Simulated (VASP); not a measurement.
A run of VASP 6.6.1 is set up as follows.

The input INCAR:

```
PREC = Accurate
ENCUT = 520
EDIFF = 1E-6
ISMEAR = -1
SIGMA = 0.05
LREAL = Auto
LASPH = T
NELM = 150
ALGO = Normal
ISIF = 2
LWAVE = F
LCHARG = F
ISPIN = 2
MAGMOM = 0 0 0 0 0.8 0.8 0.8 0 0 0 0 0 0 0 0 0 0 0 0 0 0 0 0 0 0 0 0 0
LORBIT = 11
LMAXMIX = 4
GGA = PS
NBANDS = 128
```

KPOINTS

```
regular mesh
0
Gamma
  2 2 1
```

POSCAR

```
Li4Ni3Sn5O16
1.0
    6.1106780000      0.0000000000      0.0000000000
    3.0327430000      5.3751190000      0.0000000000
    0.0114870000      0.1407310000      9.9074860000
Li Ni Sn O
4 3 5 16
Direct
    0.2970783969      0.3289326833      0.1289529957
    0.0155293057      0.0437277333      0.0252839116
   -0.0631387936     -0.0050143933      0.4899628422
    0.6568004984      0.6632903721      0.5758171145
    0.1924578891      0.1202172603      0.7803392304
    0.3413284320      0.8512825442      0.2725413894
    0.8220121180      0.3536232142      0.2873080012
    0.1786508162      0.6475806376      0.7814696887
    0.3441583824      0.3344980704      0.5146916180
    0.6719475095      0.1565809901      0.7813384748
    0.8138583917      0.8474365416      0.2886907940
    0.6271293665      0.6730335147      0.0153823079
    0.1254448985      0.6730343321      0.4097204881
    0.4997956470      0.4488973435      0.6546060222
    0.3717429557      0.2986625236      0.8907305042
    1.0163490048     -0.0047296095      0.6844420472
    0.0162844829      1.0178415379      0.2123242970
    0.6806955344      0.1711408447      0.3971946062
    0.0242323997      0.5001135467      0.6709976678
    0.5029016010      0.0046050654      0.6498015743
    0.8292257502      0.8215442877      0.8910736790
    0.1848207612      0.1555207365      0.4061474324
    0.5174827299      0.9690948331      0.1492204985
    0.9593424264      0.5113037015      0.1753825340
    0.6595931670      0.6600457701      0.3821150996
    0.3233209456      0.8167918566      0.9027618106
    0.4819263270      0.5578488125      0.1733537650
    0.8123307124      0.3577055096      0.9123101461
```

Potentials or basis: VASP PAW PBE potentials, release 64 (Li_sv, Ni, Sn_d, O).

Command:

```bash
$ cat potpaw_PBE.64/Li_sv/POTCAR potpaw_PBE.64/Ni/POTCAR potpaw_PBE.64/Sn_d/POTCAR potpaw_PBE.64/O/POTCAR > POTCAR
$ mpirun -np 1 vasp_std > vasp.out
```

Q: What does it give for the site moments?

A: Li +0.00, -0.00; Ni +1.41, +0.82, +0.74; Sn -0.00, +0.00, +0.01; O +0.05, -0.00, +0.04, +0.02, +0.07, +0.11, +0.01, +0.08, +0.00, +0.06, +0.12 μB.

Q: Predict the largest force.

A: 3.676 eV/Å.

Forces in eV/Å, atoms in the order of the input:
```
Li   0.562  0.070 -0.257
Li  -0.101  0.159 -0.395
Li   2.587 -0.672  1.979
Li   0.251 -0.029  0.590
Ni   1.962  2.300  0.238
Ni  -0.126 -0.181  3.128
Ni   0.568 -0.472  0.375
Sn  -1.008 -0.140  1.805
Sn  -3.164 -0.699 -1.738
Sn   1.153 -1.931  1.064
Sn   0.697 -1.284 -1.292
Sn   2.545 -0.978  0.019
O    0.973 -0.127  0.556
O    1.175  1.927 -0.519
O   -2.042  1.178  0.502
O   -0.701 -0.306 -0.151
O   -1.031  0.644 -1.185
O   -1.031  1.646 -0.678
O   -0.181 -1.852 -1.690
O    0.193  1.100  0.006
O    0.547  0.105  0.827
O   -0.267 -0.402 -0.799
O    0.250  0.454 -0.005
O   -1.041  0.334 -0.426
O   -1.020  0.442 -0.330
O   -1.274  1.172 -0.689
O   -0.220 -0.366 -0.308
O   -0.256 -2.091 -0.627
```

Caveat: the k points lie up to 0.63 Å⁻¹ apart; the PAW data sets were made with another functional, which shifts forces and pressure a little.
